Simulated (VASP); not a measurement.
Na3In: single point with LDA

Crystal: Na3In.

```xyz
4
Lattice="0.0000 3.8905 3.8905 3.8905 0.0000 3.8905 3.8905 3.8905 0.0000" Properties=species:S:1:pos:R:3 pbc="T T T"
Na    1.9452    1.9452    1.9452
Na    5.8357    5.8357    5.8357
Na    3.8905    3.8905    3.8905
In    0.0000    0.0000    0.0000
```

| Item | Value |
| --- | --- |
| Program | VASP 6.6.1 |
| Task | single point |
| Functional | LDA |
| Potentials or basis | VASP PAW LDA potentials, release 64 (Na_pv, In_d) |
| Cutoff | 500 eV |
| k mesh | 3 × 3 × 3 |
| Occupations | gaussian, width 0.1 eV |
| Spin | no spin polarisation |
| Dipole correction | no |
| Further INCAR settings | ALGO = Normal; EDIFF = 1e-06; NBANDS = 25 |

```
Pressure               : -1.6 GPa
Band gap on the k mesh : zero (bands 17 and 18 overlap by 1.14 eV)
```

Levels at points of the mesh, in eV from the Fermi level:
```csv
k point,band 12,band 13,band 14,band 15,band 16,band 17,band 18,band 19,band 20,band 21
"(0.00, 0.00, 0.00)",-14.43,-14.42,-14.42,-6.07,0.97,0.97,0.97,0.98,3.22,3.22
```

Run time: 6.9 s on 1 thread of AMD EPYC 9R45 (Zen 5), with other jobs on the host, peak memory 0.15 GiB.

Caveat: the k points lie up to 0.47 Å⁻¹ apart, too coarse for converged energies and pressures of a metal; spin-orbit coupling is left out, which moves the levels of the heavy elements.
